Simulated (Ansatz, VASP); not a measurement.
Given: the input of a run of Ansatz 0.2.0 on MgS.

The input input.yaml:

```yaml
crystal:
  lattice:
    - [0.0, 2.60165, 2.60165]
    - [2.60165, 0.0, 2.60165]
    - [2.60165, 2.60165, 0.0]
  atoms:
    - { symbol: S, position: [0.5, 0.5, 0.5] }
    - { symbol: Mg, position: [0.0, 0.0, 0.0] }
kpoints:
  mp_grid: { grid: [9, 9, 9] }
scf:
  occupations: { method: gaussian, width: 0.02 }
hamiltonian:
  xc: pbesol
  pseudopotentials: { kind: all_electron, lapw: { basis_error: 0.001 } }
output:
  forces: true
  stress: true
  eigenvalues: true
```

Potentials or basis: all-electron LAPW, scalar-relativistic.

Run with:

```sh
$ ansatz run input.yaml --threads 1 --pin off --max-ram 3072MiB --backend cpu --events-out ev --progress --plain --runs-dir out
```

Question: Translate it to VASP 6.6.1. Potentials there: VASP PAW PBE potentials, release 64 (S, Mg).

Answer: As run (the cutoff follows the program's own potentials):

INCAR

```
  PREC = Accurate
  ENCUT = 520
  EDIFF = 1E-6
  ISMEAR = 0
  SIGMA = 0.02
  LREAL = F
  LASPH = T
  NELM = 60
  ALGO = Normal
  ISIF = 2
  LWAVE = F
  LCHARG = F
  GGA = PS
  NBANDS = 11
```

The input KPOINTS:

```
Automatic mesh
0
Gamma
  9 9 9
```

File POSCAR:

```
MgS
1.0
    0.0000000000      2.6016500000      2.6016500000
    2.6016500000      0.0000000000      2.6016500000
    2.6016500000      2.6016500000      0.0000000000
S Mg
1 1
Direct
    0.5000000000      0.5000000000      0.5000000000
    0.0000000000      0.0000000000      0.0000000000
```

Potentials or basis: VASP PAW PBE potentials, release 64 (S, Mg).

Launch:

```console
$ cat potpaw_PBE.64/S/POTCAR potpaw_PBE.64/Mg/POTCAR > POTCAR
$ mpirun -np 1 vasp_std > vasp.out
```

Both were run:

|  | VASP | Ansatz | Ansatz less VASP |
| --- | --- | --- | --- |
| gap on the k mesh at the Fermi level (eV) | 2.83 | 2.83 | 0.000 |
| least direct gap on the mesh (eV) | 3.59 | 3.59 | +0.001 |
| pressure (GPa) | -1.1 | -1.0 | +0.19 |

VASP's potentials were made for PBE, not for PBEsol. Ansatz ran all-electron here, and VASP with PAW potentials.
